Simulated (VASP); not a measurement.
# Si (P6_3/mmc) in VASP: a series of runs, part 2 of 2

VASP 6.6.1.

**3. Single point, LDA**

This run uses another cell than the first one, of 19.68 Å³/atom.

INCAR

```
ALGO = Normal
EDIFF = 1E-7
ENCUT = 520
GGA = CA
ISIF = 2
ISMEAR = 0
LASPH = T
LCHARG = T
LELF = T
LREAL = F
LVHAR = T
LWAVE = F
NBANDS = 16
NELM = 60
PREC = Accurate
SIGMA = 0.02
```

KPOINTS

```
k-points
0
Gamma
  12 12 6
```

POSCAR

```
Si
1.0
    3.8016851185      0.0000000000      0.0000000000
   -1.9008425593      3.2923558898      0.0000000000
    0.0000000000      0.0000000000      6.2886938331
Si
4
Direct
    0.3333333333      0.6666666667      0.0630360460
    0.6666666667      0.3333333333      0.5630360460
    0.3333333333      0.6666666667      0.4369639540
    0.6666666667      0.3333333333      0.9369639540
```

Potentials or basis: VASP PAW LDA potentials, release 64 (Si).

Command:

```console
$ cat potpaw_LDA.64/Si/POTCAR > POTCAR
$ mpirun -np 1 vasp_std > vasp.out
```

OUTCAR:

```text
EDIFF = 1E-7
   ENCUT = 520
   GGA = CA
   ISIF = 2
   ISMEAR = 0
   LASPH = T
   LREAL = F
   NELM = 60
   PREC = Accurate

 ion  position               nearest neighbor table
   1  0.333  0.667  0.063-   4 2.33   4 2.33   4 2.33   3 2.35
   2  0.667  0.333  0.563-   3 2.33   3 2.33   3 2.33   4 2.35
   3  0.333  0.667  0.437-   2 2.33   2 2.33   2 2.33   1 2.35
   4  0.667  0.333  0.937-   1 2.33   1 2.33   1 2.33   2 2.35

  LATTYP: Found a hexagonal cell.
 ALAT       =     3.8016851185
 C/A-ratio  =     1.6541858773

  Lattice vectors:

 A1 = (   3.8016851185,   0.0000000000,   0.0000000000)
 A2 = (  -1.9008425593,   3.2923558898,   0.0000000000)
 A3 = (   0.0000000000,   0.0000000000,   6.2886938331)

Analysis of symmetry for initial positions (statically):
=====================================================================
 Subroutine PRICEL returns:
 Original cell was already a primitive cell.

 Routine SETGRP: Setting up the symmetry group for a
 hexagonal supercell.

 Subroutine GETGRP returns: Found 24 space group operations
 (whereof 12 operations were pure point group operations)
 out of a pool of 24 trial point group operations.

The static configuration has the point symmetry D_3d.
 The point group associated with its full space group is D_6h.

Analysis of symmetry for dynamics (positions and initial velocities):
=====================================================================
 Subroutine PRICEL returns:
 Original cell was already a primitive cell.

 Routine SETGRP: Setting up the symmetry group for a
 hexagonal supercell.

 Subroutine GETGRP returns: Found 24 space group operations
 (whereof 12 operations were pure point group operations)
 out of a pool of 24 trial point group operations.

The dynamic configuration has the point symmetry D_3d.
[... 117 lines left out ...]
   EMIN   =  10.00;   EMAX   =-10.00  energy-range for DOS
   EFERMI =   0.00;   METHOD = LEGACY
   ISMEAR =     0;   SIGMA  =   0.02  broadening in eV -4-tet -1-fermi 0-gaus
   EFERMI_NEDOS =   21; number of points for ismear=-14 and -15
   IALGO  =     38    algorithm
   IMIX   =      4    mixing-type and parameters
     AMIX     =   0.40;   BMIX     =  1.00
     AMIX_MAG =   1.60;   BMIX_MAG =  1.00
  volume/ion in A,a.u.               =      19.68       132.79
  Fermi-wavevector in a.u.,A,eV,Ry     =   0.962573  1.818999 12.606436  0.926547
  Thomas-Fermi vector in A             =   2.092044
   LORBIT       =      0    0 simple, 1 ext, 2 COOP (PROOUT), +10 PAW based schemes
   GGA     = CA    functional components
   LHFCALC =     F    Hartree Fock is set to
   AEXX    =    0.0000 exact exchange contribution
   IVDW    =     0    specifies the selected vdW correction
   LEPSILON=     F    determine dielectric tensor
   LRPA    =     F    only Hartree local field effects (RPA)
 non-spin polarized calculation
 Gauss-broadening in eV      SIGMA  =   0.02
  energy-cutoff  :      520.00
  volume of cell :       78.71
 maximum number of plane-waves:      2138
   NGX = 15   NGY = 15   NGZ = 23

 number of electron      15.9999998 magnetization

 Free energy of the ion-electron system (eV)
  ---------------------------------------------------
  ext. energy  EPLUGINS =         0.00000000
  ---------------------------------------------------
  free energy    TOTEN  =       -23.80034236 eV

  energy without entropy =      -23.80034236  energy(sigma->0) =      -23.80034236

 E-fermi :   6.3314     XC(G=0):  -9.6669

 val. band max:        6.2116110841   @ k =   0.0000   0.0000   0.0000
 cond. band min:       6.4802531076   @ k =   0.5000   0.0000   0.0000
 fundamental gap:      0.2686420235
 Fermi energy:         6.3313967995

 k-point     1 :       0.0000    0.0000    0.0000
  band No.  band energies     occupation
      1      -6.1438      2.00000
      2      -3.8027      2.00000
      3      -1.1439      2.00000
      4       4.6668      2.00000
      5       4.6668      2.00000
      6       5.8427      2.00000
[... 433 lines left out ...]
      3      -0.8759      2.00000
      4       1.4080      2.00000
      5       1.5070      2.00000
      6       3.4452      2.00000
[... 8 lines left out ...]
     15      13.3347      0.00000
     16      13.3833      0.00000

 [... further k-points ...]
[... 5 lines left out ...]
  --------------------------------------------------------------------------------------
  -------------------------------------------------------------------------------------
  Total        0.0367201      0.0367201      0.0399469     -0.0000000     -0.0000000      0.0000000
  in kB        0.7474307      0.7474307      0.8131124     -0.0000000     -0.0000000      0.0000000
  external PRESSURE =       0.7693246 kB  Pullay stress =       0.0000000 kB

 VOLUME and BASIS-vectors are now :
 -----------------------------------------------------------------------------
  energy-cutoff  :      520.00
  volume of cell :       78.71
      direct lattice vectors                 reciprocal lattice vectors
     3.801685119  0.000000000  0.000000000     0.263041249  0.151866936  0.000000000
    -1.900842559  3.292355890  0.000000000     0.000000000  0.303733871  0.000000000
     0.000000000  0.000000000  6.288693833     0.000000000  0.000000000  0.159015533

 POSITION                                       TOTAL-FORCE (eV/Angst)
 -----------------------------------------------------------------------------------
     -0.00000      2.19490      0.39641         0.000000     -0.000000      0.000961
      1.90084      1.09745      3.54076        -0.000000     -0.000000      0.000961
     -0.00000      2.19490      2.74793         0.000000      0.000000     -0.000961
      1.90084      1.09745      5.89228        -0.000000     -0.000000     -0.000961
 -----------------------------------------------------------------------------------
    total drift:                               -0.000000      0.000000     -0.000000

  FREE ENERGIE OF THE ION-ELECTRON SYSTEM (eV)
  ---------------------------------------------------
  free  energy   TOTEN  =       -23.8003423587 eV

  energy  without entropy=      -23.8003423587  energy(sigma->0) =      -23.80034236
```

OSZICAR:

```text
N       E                     dE             d eps       ncg     rms          rms(c)
DAV:   1     0.247259306944E+02    0.24726E+02   -0.60162E+03  2432   0.822E+02
DAV:   2    -0.224314057679E+02   -0.47157E+02   -0.42406E+02  3392   0.123E+02
DAV:   3    -0.243247376716E+02   -0.18933E+01   -0.18809E+01  3288   0.230E+01
DAV:   4    -0.243479745295E+02   -0.23237E-01   -0.23232E-01  3080   0.329E+00
DAV:   5    -0.243484025544E+02   -0.42802E-03   -0.42799E-03  3256   0.420E-01    0.724E+00
DAV:   6    -0.239703404849E+02    0.37806E+00   -0.15027E-01  2800   0.180E+00    0.434E+00
DAV:   7    -0.238002163573E+02    0.17012E+00   -0.28870E-01  2888   0.254E+00    0.313E-01
DAV:   8    -0.238003996800E+02   -0.18332E-03   -0.23618E-02  2944   0.794E-01    0.106E-01
DAV:   9    -0.238003125467E+02    0.87133E-04   -0.69022E-04  3272   0.143E-01    0.839E-02
DAV:  10    -0.238003438337E+02   -0.31287E-04   -0.65043E-05  3064   0.438E-02    0.428E-02
DAV:  11    -0.238003423346E+02    0.14991E-05   -0.43506E-06  3208   0.111E-02    0.643E-03
DAV:  12    -0.238003423587E+02   -0.24090E-07   -0.19244E-07  2856   0.241E-03
   1 F= -.23800342E+02 E0= -.23800342E+02  d E =-.688901E-20
```

stdout:

```text
POSCAR found type information on POSCAR Si
 POSCAR found :  1 types and       4 ions
 scaLAPACK will be used
 LDA part: xc-table for (Slater(with rela. corr.)+CA(PZ))
 , standard interpolation
 POSCAR, INCAR and KPOINTS ok, starting setup
 FFT: planning ... GRIDC
 FFT: planning ... GRID_SOFT
 FFT: planning ... GRID
 WAVECAR not read
 entering main loop
```

Wall time 78 s (1 thread of Intel Xeon 8259CL, shared host); peak memory 0.19 GiB.

What came out:

| Property | Result |
| --- | --- |
| Free energy | -23.8003 eV |
| Pressure | 0.1 GPa |
| Band gap on the k mesh | 0.27 eV (least direct gap 1.00 eV) |

**4. Single point, LDA**

This run uses another cell than the first one: it holds 8 atoms, not 4.

INCAR

```
SYSTEM = Si
PREC = Accurate ; ENCUT = 520
EDIFF = 1E-6 ; ISMEAR = 0
SIGMA = 0.03 ; LREAL = .False.
LASPH = .True. ; NELM = 80
ALGO = Normal ; ISIF = 2
LWAVE = .False. ; LCHARG = .True.
LELF = .True. ; LVHAR = .True.
NBANDS = 26
```

KPOINTS

```
regular mesh
0
Gamma
  10 10 3
  0 0 0
```

POSCAR

```
Si
1.0
   -3.8016851185      0.0000000000      0.0000000000
   -1.9008425592     -3.2923558898      0.0000000000
    0.0000000000      0.0000000000     12.5773876662
Si
8
Direct
    0.3333333333      0.3333333333      0.0315180230
    0.3333333333      0.3333333333      0.5315180230
    0.6666666667      0.6666666667      0.2815180230
    0.6666666667      0.6666666667      0.7815180230
    0.3333333333      0.3333333333      0.2184819770
    0.3333333333      0.3333333333      0.7184819770
    0.6666666667      0.6666666667      0.4684819770
    0.6666666667      0.6666666667      0.9684819770
```

Command:

```console
$ cat potpaw_LDA.64/Si/POTCAR > POTCAR
$ mpirun -np 1 vasp_std > vasp.out
```

Wall time 1.8 min (1 thread of Intel Xeon 8259CL, shared host); peak memory 0.24 GiB.

The run converged. Its results:

| Item | Value |
| --- | --- |
| Free energy | -47.5991 eV |
| Pressure | 0.1 GPa |
| Band gap on the k mesh | 0.27 eV |

Levels at points of the mesh, in eV from the valence-band top:
| k point | band 14 | band 15 | band 16 | band 17 | band 18 | band 19 |
| --- | --- | --- | --- | --- | --- | --- |
| (0.00, 0.00, 0.00) | -0.37 | 0.00 | 0.00 | 1.00 | 1.78 | 1.78 |
| (0.50, 0.00, 0.00) | -2.47 | -2.47 | -1.47 | 0.27 | 0.80 | 0.80 |

Caveat: an odd mesh through Γ misses points on the zone boundary, where band edges can lie.

**5. Single point, LDA**

This run uses another cell than the first one, of 19.68 Å³/atom.

INCAR

```
ALGO = Normal
EDIFF = 1E-6
ENCUT = 520
ISIF = 2
ISMEAR = 0
LASPH = True
LCHARG = True
LELF = True
LREAL = False
LVHAR = True
LWAVE = False
NBANDS = 16
NELM = 100
PREC = Accurate
SIGMA = 0.03
```

KPOINTS

```
k-points
0
Gamma
  12 12 6
```

POSCAR

```
Si
1.0
    3.8016851185      0.0000000000      0.0000000000
   -1.9008425593      3.2923558898      0.0000000000
    0.0000000000      0.0000000000      6.2886938331
Si
4
Direct
    0.3333333333      0.6666666667      0.0630360460
    0.6666666667      0.3333333333      0.5630360460
    0.3333333333      0.6666666667      0.4369639540
    0.6666666667      0.3333333333      0.9369639540
```

Potentials or basis: VASP PAW LDA potentials, release 64 (Si).

Command:

```console
$ cat potpaw_LDA.64/Si/POTCAR > POTCAR
$ mpirun -np 1 vasp_std > vasp.out
```

OUTCAR:

```text
EDIFF = 1E-6
   ENCUT = 520
   ISIF = 2
   ISMEAR = 0
   LASPH = True
   LREAL = False
   NELM = 100
   PREC = Accurate

 ion  position               nearest neighbor table
   1  0.333  0.667  0.063-   4 2.33   4 2.33   4 2.33   3 2.35
   2  0.667  0.333  0.563-   3 2.33   3 2.33   3 2.33   4 2.35
   3  0.333  0.667  0.437-   2 2.33   2 2.33   2 2.33   1 2.35
   4  0.667  0.333  0.937-   1 2.33   1 2.33   1 2.33   2 2.35

  LATTYP: Found a hexagonal cell.
 ALAT       =     3.8016851185
 C/A-ratio  =     1.6541858773

  Lattice vectors:

 A1 = (   3.8016851185,   0.0000000000,   0.0000000000)
 A2 = (  -1.9008425593,   3.2923558898,   0.0000000000)
 A3 = (   0.0000000000,   0.0000000000,   6.2886938331)

Analysis of symmetry for initial positions (statically):
=====================================================================
 Subroutine PRICEL returns:
 Original cell was already a primitive cell.

 Routine SETGRP: Setting up the symmetry group for a
 hexagonal supercell.

 Subroutine GETGRP returns: Found 24 space group operations
 (whereof 12 operations were pure point group operations)
 out of a pool of 24 trial point group operations.

The static configuration has the point symmetry D_3d.
 The point group associated with its full space group is D_6h.

Analysis of symmetry for dynamics (positions and initial velocities):
=====================================================================
 Subroutine PRICEL returns:
 Original cell was already a primitive cell.

 Routine SETGRP: Setting up the symmetry group for a
 hexagonal supercell.

 Subroutine GETGRP returns: Found 24 space group operations
 (whereof 12 operations were pure point group operations)
 out of a pool of 24 trial point group operations.

The dynamic configuration has the point symmetry D_3d.
 The point group associated with its full space group is D_6h.

[... 115 lines left out ...]
   EMIN   =  10.00;   EMAX   =-10.00  energy-range for DOS
   EFERMI =   0.00;   METHOD = LEGACY
   ISMEAR =     0;   SIGMA  =   0.03  broadening in eV -4-tet -1-fermi 0-gaus
   EFERMI_NEDOS =   21; number of points for ismear=-14 and -15
   IALGO  =     38    algorithm
   IMIX   =      4    mixing-type and parameters
     AMIX     =   0.40;   BMIX     =  1.00
     AMIX_MAG =   1.60;   BMIX_MAG =  1.00
  volume/ion in A,a.u.               =      19.68       132.79
  Fermi-wavevector in a.u.,A,eV,Ry     =   0.962573  1.818999 12.606436  0.926547
  Thomas-Fermi vector in A             =   2.092044
   LORBIT       =      0    0 simple, 1 ext, 2 COOP (PROOUT), +10 PAW based schemes
   GGA     = CA    functional components
   LHFCALC =     F    Hartree Fock is set to
   AEXX    =    0.0000 exact exchange contribution
   IVDW    =     0    specifies the selected vdW correction
   LEPSILON=     F    determine dielectric tensor
   LRPA    =     F    only Hartree local field effects (RPA)
 non-spin polarized calculation
 Gauss-broadening in eV      SIGMA  =   0.03
  energy-cutoff  :      520.00
  volume of cell :       78.71
 maximum number of plane-waves:      2138
   NGX = 15   NGY = 15   NGZ = 23

 number of electron      15.9999998 magnetization

 Free energy of the ion-electron system (eV)
  ---------------------------------------------------
  ext. energy  EPLUGINS =         0.00000000
  ---------------------------------------------------
  free energy    TOTEN  =       -23.80034236 eV

  energy without entropy =      -23.80034236  energy(sigma->0) =      -23.80034236

 E-fermi :   6.3314     XC(G=0):  -9.6669

 val. band max:        6.2116110798   @ k =   0.0000   0.0000   0.0000
 cond. band min:       6.4802531049   @ k =   0.5000   0.0000   0.0000
 fundamental gap:      0.2686420252
 Fermi energy:         6.3313967983

 k-point     1 :       0.0000    0.0000    0.0000
  band No.  band energies     occupation
      1      -6.1438      2.00000
      2      -3.8027      2.00000
      3      -1.1439      2.00000
      4       4.6668      2.00000
      5       4.6668      2.00000
      6       5.8427      2.00000
[... 433 lines left out ...]
      3      -0.8759      2.00000
      4       1.4080      2.00000
      5       1.5070      2.00000
      6       3.4452      2.00000
[... 8 lines left out ...]
     15      13.3347      0.00000
     16      13.3833      0.00000

 [... further k-points ...]
[... 5 lines left out ...]
  --------------------------------------------------------------------------------------
  -------------------------------------------------------------------------------------
  Total        0.0367541      0.0367541      0.0398886     -0.0000000      0.0000000      0.0000000
  in kB        0.7481231      0.7481231      0.8119256     -0.0000000      0.0000000      0.0000000
  external PRESSURE =       0.7693906 kB  Pullay stress =       0.0000000 kB

 VOLUME and BASIS-vectors are now :
 -----------------------------------------------------------------------------
  energy-cutoff  :      520.00
  volume of cell :       78.71
      direct lattice vectors                 reciprocal lattice vectors
     3.801685119  0.000000000  0.000000000     0.263041249  0.151866936  0.000000000
    -1.900842559  3.292355890  0.000000000     0.000000000  0.303733871  0.000000000
     0.000000000  0.000000000  6.288693833     0.000000000  0.000000000  0.159015533

 POSITION                                       TOTAL-FORCE (eV/Angst)
 -----------------------------------------------------------------------------------
     -0.00000      2.19490      0.39641         0.000000      0.000000      0.000973
      1.90084      1.09745      3.54076        -0.000000      0.000000      0.000973
     -0.00000      2.19490      2.74793         0.000000     -0.000000     -0.000973
      1.90084      1.09745      5.89228        -0.000000      0.000000     -0.000973
 -----------------------------------------------------------------------------------
    total drift:                               -0.000000      0.000000     -0.000000

  FREE ENERGIE OF THE ION-ELECTRON SYSTEM (eV)
  ---------------------------------------------------
  free  energy   TOTEN  =       -23.8003423570 eV

  energy  without entropy=      -23.8003423570  energy(sigma->0) =      -23.80034236
```

stdout:

```text
POSCAR found type information on POSCAR Si
 POSCAR found :  1 types and       4 ions
 scaLAPACK will be used
 LDA part: xc-table for (Slater(with rela. corr.)+CA(PZ))
 , standard interpolation
 POSCAR, INCAR and KPOINTS ok, starting setup
 FFT: planning ... GRIDC
 FFT: planning ... GRID_SOFT
 FFT: planning ... GRID
 WAVECAR not read
 entering main loop
```

Run time: 90 s. Hardware: 1 thread of Intel Xeon 8259CL, shared host; peak memory 0.19 GiB.

Results:

```yaml
Free_energy: -23.8003 eV
Pressure: 0.1 GPa
Band_gap_on_the_k_mesh: 0.27 eV (least direct gap 1.00 eV)
```

**6. Summary**

| cell | k mesh | cutoff (eV) | smearing | gap on the mesh (eV) | pressure (GPa) |
| --- | --- | --- | --- | --- | --- |
| a = 3.831, b = 3.831, c = 6.333 Å, angles 90.0, 90.0, 120.0°, 4 atoms, atomic positions A | 6 × 6 × 4 | 500 | gaussian 0.1 eV | 0.31 | -2.0 |
| a = 3.802, b = 3.802, c = 6.289 Å, angles 90.0, 90.0, 120.0°, 4 atoms, atomic positions A | 12 × 12 × 6 | 520 | gaussian 0.02 eV | 0.27 | 0.1 |
| a = 3.802, b = 3.802, c = 12.577 Å, angles 90.0, 90.0, 60.0°, 8 atoms, atomic positions B | 10 × 10 × 3 | 520 | gaussian 0.03 eV | 0.27 | 0.1 |
| a = 3.802, b = 3.802, c = 6.289 Å, angles 90.0, 90.0, 120.0°, 4 atoms, atomic positions A | 12 × 12 × 6 | 520 | gaussian 0.03 eV | 0.27 | 0.1 |

Alike in all rows: task single point; level LDA; potentials or basis VASP PAW LDA potentials, release 64 (Si); no spin polarisation.

Caveats: an odd mesh through Γ misses points on the zone boundary, where band edges can lie (at least some runs).

Total energies depend on the potentials used, so only differences within one code and one set of settings carry meaning.
